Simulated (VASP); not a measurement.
# WC (P-6m2) in VASP: notebook, part 2 of 2

VASP 6.6.1. Earlier steps stand in the parts before.

**4. Single point, PBE (11.58 Å³/atom)**

This run uses another cell than the first one, of 11.58 Å³/atom.

INCAR reads:

```
ALGO     = Normal         # electronic algorithm
EDIFF    = 1E-7           # SCF threshold, eV
ENCUT    = 520            # plane-wave cutoff, eV
GGA      = PE             # functional
ISIF     = 2              # what is computed and relaxed
ISMEAR   = 0              # smearing method
LASPH    = T              # aspherical terms in the spheres
LCHARG   = F              # write CHGCAR
LREAL    = F              # projectors in reciprocal space
LWAVE    = F              # write WAVECAR
NBANDS   = 16             # bands
NELM     = 80             # most SCF steps
PREC     = Accurate       # precision mode
SIGMA    = 0.1            # smearing width, eV
```

KPOINTS reads:

```
k-points
0
Gamma
  18 18 14
```

POSCAR reads:

```
WC
1.0
    3.0247742319      0.0000000000      0.0000000000
   -1.5123871159      2.6195313256      0.0000000000
    0.0000000000      0.0000000000      2.9219125724
W C
1 1
Direct
    0.0000000000      0.0000000000      0.0000000000
    0.6666666667      0.3333333333      0.5000000000
```

Potentials or basis: VASP PAW PBE potentials, release 64 (W_sv, C).

Command:

```sh
cat potpaw_PBE.64/W_sv/POTCAR potpaw_PBE.64/C/POTCAR > POTCAR
mpirun -np 1 vasp_std > vasp.out
```

OUTCAR:

```text
EDIFF = 1E-7
   ENCUT = 520
   GGA = PE
   ISIF = 2
   ISMEAR = 0
   LASPH = T
   LREAL = F
   NELM = 80
   PREC = Accurate

 ion  position               nearest neighbor table
   1  0.000  0.000  0.000-   2 2.28   2 2.28   2 2.28   2 2.28   2 2.28   2 2.28
   2  0.667  0.333  0.500-   1 2.28   1 2.28   1 2.28   1 2.28   1 2.28   1 2.28

  LATTYP: Found a hexagonal cell.
 ALAT       =     3.0247742319
 C/A-ratio  =     0.9659936076

  Lattice vectors:

 A1 = (   3.0247742319,   0.0000000000,   0.0000000000)
 A2 = (  -1.5123871159,   2.6195313256,   0.0000000000)
 A3 = (   0.0000000000,   0.0000000000,   2.9219125724)

Analysis of symmetry for initial positions (statically):
=====================================================================
 Subroutine PRICEL returns:
 Original cell was already a primitive cell.

 Routine SETGRP: Setting up the symmetry group for a
 hexagonal supercell.

 Subroutine GETGRP returns: Found 12 space group operations
 (whereof 12 operations were pure point group operations)
 out of a pool of 24 trial point group operations.

The static configuration has the point symmetry D_3h.

Analysis of symmetry for dynamics (positions and initial velocities):
=====================================================================
 Subroutine PRICEL returns:
 Original cell was already a primitive cell.

 Routine SETGRP: Setting up the symmetry group for a
 hexagonal supercell.

 Subroutine GETGRP returns: Found 12 space group operations
 (whereof 12 operations were pure point group operations)
 out of a pool of 24 trial point group operations.

The dynamic configuration has the point symmetry D_3h.

 Subroutine INISYM returns: Found 12 space group operations
 (whereof 12 operations are pure point group operations),
 and found     1 'primitive' translations

----------------------------------------------------------------------------------------

                                     Primitive cell

  volume of cell :      23.1517

  direct lattice vectors                    reciprocal lattice vectors
     3.024774232  0.000000000  0.000000000     0.330603187  0.190873839  0.000000000
    -1.512387116  2.619531326  0.000000000     0.000000000  0.381747678  0.000000000
     0.000000000  0.000000000  2.921912572     0.000000000  0.000000000  0.342241588

  length of vectors
     3.024774232  3.024774232  2.921912572     0.381747678  0.381747678  0.342241588

  position of ions in fractional coordinates (direct lattice)
     0.000000000  0.000000000  0.000000000
     0.666666667  0.333333333  0.500000000

  ion indices of the primitive-cell ions
   primitive index   ion index
                 1           1
                 2           2

----------------------------------------------------------------------------------------

 KPOINTS: k-points

Automatic generation of k-mesh.
 Grid dimensions read from file:
 generate k-points for:   18   18   14

 Generating k-lattice:

  Cartesian coordinates                     Fractional coordinates (reciprocal lattice)
     0.018366844  0.010604102  0.000000000     0.055555556 -0.000000000  0.000000000
     0.000000000  0.021208204  0.000000000     0.000000000  0.055555556  0.000000000
     0.000000000  0.000000000  0.024445828     0.000000000  0.000000000  0.071428571

  Length of vectors
     0.021208204  0.021208204  0.024445828

  Shift w.r.t. Gamma in fractional coordinates (k-lattice)
     0.000000000  0.000000000  0.000000000

 Subroutine IBZKPT returns following result:
 ===========================================

 Found    296 irreducible k-points:

 Following reciprocal coordinates:
            Coordinates               Weight
  0.000000  0.000000  0.000000      1.000000
  0.055556  0.000000  0.000000      6.000000
  0.111111  0.000000  0.000000      6.000000
  0.166667  0.000000  0.000000      6.000000
  0.222222  0.000000  0.000000      6.000000
  0.277778 -0.000000  0.000000      6.000000
[... 16 lines left out ...]
  0.333333  0.111111  0.000000     12.000000
  0.388889  0.111111  0.000000     12.000000
 [... further k-points ...]
   k-points           NKPTS =    296   k-points in BZ     NKDIM =    296   number of bands    NBANDS=     16
   number of dos      NEDOS =    301   number of ions     NIONS =      2
   total plane-waves  NPLWV =  13824
   dimension x,y,z NGX =    24 NGY =   24 NGZ =   24
   dimension x,y,z NGXF=    48 NGYF=   48 NGZF=   48
   ions per type =               1   1
   NGX,Y,Z   is equivalent  to a cutoff of  13.19, 13.19, 13.66 a.u.
   NGXF,Y,Z  is equivalent  to a cutoff of  26.38, 26.38, 27.31 a.u.
 SYSTEM =  unknown system
   PREC   = accura    normal or accurate (medium, high low for compatibility)
   ISTART =      0    job   : 0-new  1-cont  2-samecut
   ICHARG =      2    charge: 1-file 2-atom 10-const
   ISPIN  =      1    spin polarized calculation?
   LNONCOLLINEAR =      F non collinear calculations
   LSORBIT =      F    spin-orbit coupling
   LASPH  =      T    aspherical Exc in radial PAW
   ENCUT  =  520.0 eV  38.22 Ry    6.18 a.u.   5.62  5.62  5.43*2*pi/ulx,y,z
   NELM   =     80;   NELMIN=  2; NELMDL= -5     # of ELM steps
   EDIFF  = 0.1E-06   stopping-criterion for ELM
   LREAL  =      F    real-space projection
   EDIFFG = 0.1E-05   stopping-criterion for IOM
   NSW    =      0    number of steps for IOM
   IBRION =     -1    ionic relax: 0-MD 1-quasi-New 2-CG
   NFREE  =      0    steps in history (QN), initial steepest desc. (CG)
   ISIF   =      2    stress and relaxation
   ISYM   =      2    0-nonsym 1-usesym 2-fastsym
   POTIM  = 0.5000    time-step for ionic-motion
   TEBEG  =    0.0;   TEEND  =   0.0 temperature during run
   PSTRESS=    0.0 pullay stress
   NELECT =      18.0000    total number of electrons
   NUPDOWN=      -1.0000    fix difference up-down
   EMIN   =  10.00;   EMAX   =-10.00  energy-range for DOS
   EFERMI =   0.00;   METHOD = LEGACY
   ISMEAR =     0;   SIGMA  =   0.10  broadening in eV -4-tet -1-fermi 0-gaus
   EFERMI_NEDOS =   21; number of points for ismear=-14 and -15
   IALGO  =     38    algorithm
   IMIX   =      4    mixing-type and parameters
     AMIX     =   0.40;   BMIX     =  1.00
     AMIX_MAG =   1.60;   BMIX_MAG =  1.00
  volume/ion in A,a.u.               =      11.58        78.12
  Fermi-wavevector in a.u.,A,eV,Ry     =   1.505351  2.844701 30.831907  2.266081
  Thomas-Fermi vector in A             =   2.616211
   LORBIT       =      0    0 simple, 1 ext, 2 COOP (PROOUT), +10 PAW based schemes
   GGA     = PE    functional components
   LHFCALC =     F    Hartree Fock is set to
   AEXX    =    0.0000 exact exchange contribution
   IVDW    =     0    specifies the selected vdW correction
   LEPSILON=     F    determine dielectric tensor
   LRPA    =     F    only Hartree local field effects (RPA)
 non-spin polarized calculation
 Gauss-broadening in eV      SIGMA  =   0.10
  energy-cutoff  :      520.00
  volume of cell :       23.15
 maximum number of plane-waves:       642
 NGX is ok and might be reduce to    24
   NGX = 11   NGY = 11   NGZ = 11

 number of electron      18.0000000 magnetization

 Free energy of the ion-electron system (eV)
  ---------------------------------------------------
  ext. energy  EPLUGINS =         0.00000000
  ---------------------------------------------------
  free energy    TOTEN  =       -22.25018442 eV

  energy without entropy =      -22.24851241  energy(sigma->0) =      -22.24934841

 E-fermi :   9.5616     XC(G=0): -13.1976

 val. band max:        9.5578495930   @ k =   0.4444   0.0556   0.5000
 cond. band min:       9.5982796464   @ k =   0.0556   0.0000   0.2143
 fundamental gap:      0.0404300534
 Fermi energy:         9.5616258464

 k-point     1 :       0.0000    0.0000    0.0000
  band No.  band energies     occupation
      1     -64.6657      2.00000
      2     -28.6262      2.00000
      3     -28.5812      2.00000
      4     -28.5812      2.00000
      5      -4.0479      2.00000
      6       5.8586      2.00000
[... 8 lines left out ...]
     15      23.0092      0.00000
     16      25.2559      0.00000
[... 419 lines left out ...]
 k-point    24 :       0.3889    0.1111    0.0000
  band No.  band energies     occupation
      1     -64.6328      2.00000
      2     -29.0754      2.00000
      3     -28.7415      2.00000
      4     -28.5575      2.00000
      5      -1.0864      2.00000
      6       3.2299      2.00000
[... 8 lines left out ...]
     15      21.9526      0.00000
     16      25.7593      0.00000

 [... further k-points ...]

------------------------ aborting loop because EDIFF is reached ----------------------------------------

  FORCE on cell =-STRESS in cart. coord.  units (eV):
  Direction    XX          YY          ZZ          XY          YZ          ZX
  --------------------------------------------------------------------------------------
  -------------------------------------------------------------------------------------
  Total       -4.1977081     -4.1977081     -4.1636379     -0.0000000      0.0000000     -0.0000000
  in kB     -290.4952518   -290.4952518   -288.1374821     -0.0000000      0.0000000     -0.0000000
  external PRESSURE =    -289.7093285 kB  Pullay stress =       0.0000000 kB

 VOLUME and BASIS-vectors are now :
 -----------------------------------------------------------------------------
  energy-cutoff  :      520.00
  volume of cell :       23.15
      direct lattice vectors                 reciprocal lattice vectors
     3.024774232  0.000000000  0.000000000     0.330603187  0.190873839  0.000000000
    -1.512387116  2.619531326  0.000000000     0.000000000  0.381747678  0.000000000
     0.000000000  0.000000000  2.921912572     0.000000000  0.000000000  0.342241588

 POSITION                                       TOTAL-FORCE (eV/Angst)
 -----------------------------------------------------------------------------------
      0.00000      0.00000      0.00000        -0.000000      0.000000      0.000000
      1.51239      0.87318      1.46096         0.000000     -0.000000      0.000000
 -----------------------------------------------------------------------------------
    total drift:                               -0.000000      0.000000      0.000000

  FREE ENERGIE OF THE ION-ELECTRON SYSTEM (eV)
  ---------------------------------------------------
  free  energy   TOTEN  =       -22.2501844156 eV

  energy  without entropy=      -22.2485124079  energy(sigma->0) =      -22.24934841
```

Wall time 52 s (1 thread of AMD EPYC 9R45 (Zen 5), shared host); peak memory 0.19 GiB.

What came out:

```
Free energy            : -22.2502 eV
Pressure               : -29.0 GPa
Band gap on the k mesh : zero (bands 9 and 10 overlap by 1.13 eV)
```

Levels at points of the mesh, in eV from the Fermi level:
| k point | band 5 | band 6 | band 7 | band 8 | band 9 | band 10 | band 11 | band 12 | band 13 | band 14 |
| --- | --- | --- | --- | --- | --- | --- | --- | --- | --- | --- |
| (0.00, 0.00, 0.00) | -13.61 | -3.70 | -2.95 | -2.95 | 0.19 | 2.78 | 2.78 | 5.08 | 5.08 | 5.53 |
| (0.50, 0.00, 0.00) | -10.65 | -6.51 | -3.07 | -3.05 | -0.46 | 2.07 | 3.85 | 4.10 | 6.26 | 8.88 |
| (0.00, 0.00, 0.50) | -10.14 | -7.92 | -1.82 | -1.82 | -0.45 | -0.45 | 3.39 | 4.19 | 4.19 | 9.28 |
| (0.50, 0.00, 0.50) | -10.58 | -5.79 | -3.88 | -3.83 | 0.16 | 3.72 | 4.56 | 5.68 | 8.10 | 8.72 |

Caveat: the cell stands under tension; spin-orbit coupling is left out, which moves the levels of the heavy elements.

**5. Summary**

```csv
cell,gap on the mesh (eV),pressure (GPa)
"a = 2.906, b = 2.907, c = 2.837 Å, angles 90.0, 90.0, 120.0°, 2 atoms",none,6.7
"a = 2.953, b = 2.953, c = 2.870 Å, angles 90.0, 90.0, 120.0°, 2 atoms",none,-9.7
"a = 3.025, b = 3.025, c = 2.922 Å, angles 90.0, 90.0, 120.0°, 2 atoms",none,-29.0
```

Alike in all rows: task single point; level PBE; potentials or basis VASP PAW PBE potentials, release 64 (W_sv, C); no spin polarisation; k mesh 18 × 18 × 14; cutoff (eV) 520; smearing gaussian 0.1 eV.

Caveats: spin-orbit coupling is left out, which moves the levels of the heavy elements; the cell stands under tension (at least some runs); the cell stands under pressure (at least some runs).

Total energies depend on the potentials used, so only differences within one code and one set of settings carry meaning.

The gap in the log of VASP goes by the Fermi energy; the results here count the filled bands.